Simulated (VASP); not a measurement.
TePt, 4 atoms in the cell. Symmetry: P6_3/mmc, No. 194, hexagonal system. The conventional cell has a = 4.029 Å, b = 4.029 Å, c = 5.358 Å, α = 90.00°, β = 90.00°, γ = 120.00°. Within 3.5 Å of Te (site symmetry -6m2) lie 6 Pt at 2.68 Å. Pt (site symmetry -3m) has 2 Pt at 2.68 Å and 6 Te at 2.68 Å within 3.5 Å.  This cell differs from its parent crystal: volume scaled by 0.88, then relaxed in part.

* Program: VASP 6.6.1
* Task: single point
* Functional: PBEsol
* Potentials or basis: VASP PAW PBE potentials, release 64 (Te, Pt)
* Cutoff: 520 eV
* k mesh: 12 × 12 × 8
* Occupations: gaussian, width 0.1 eV
* Spin: no spin polarisation
* Dipole correction: no
* Further INCAR settings: ALGO = Normal; EDIFF = 1e-06; NBANDS = 24

Potentials or basis: VASP PAW PBE potentials, release 64 (Te, Pt).

Run with:

```console
$ cat potpaw_PBE.64/Te/POTCAR potpaw_PBE.64/Pt/POTCAR > POTCAR
$ mpirun -np 1 vasp_std > vasp.out
```

Hardware: 1 thread of AMD EPYC 9R45 96-Core Processor (Zen 5), on a shared host.

Problem. How long does it take, and how much memory?

Solution. Run time: 70 s on 1 thread of AMD EPYC 9R45 96-Core Processor (Zen 5), on a shared host, peak memory 0.26 GiB. Counts: scf iterations 13, k points 95.
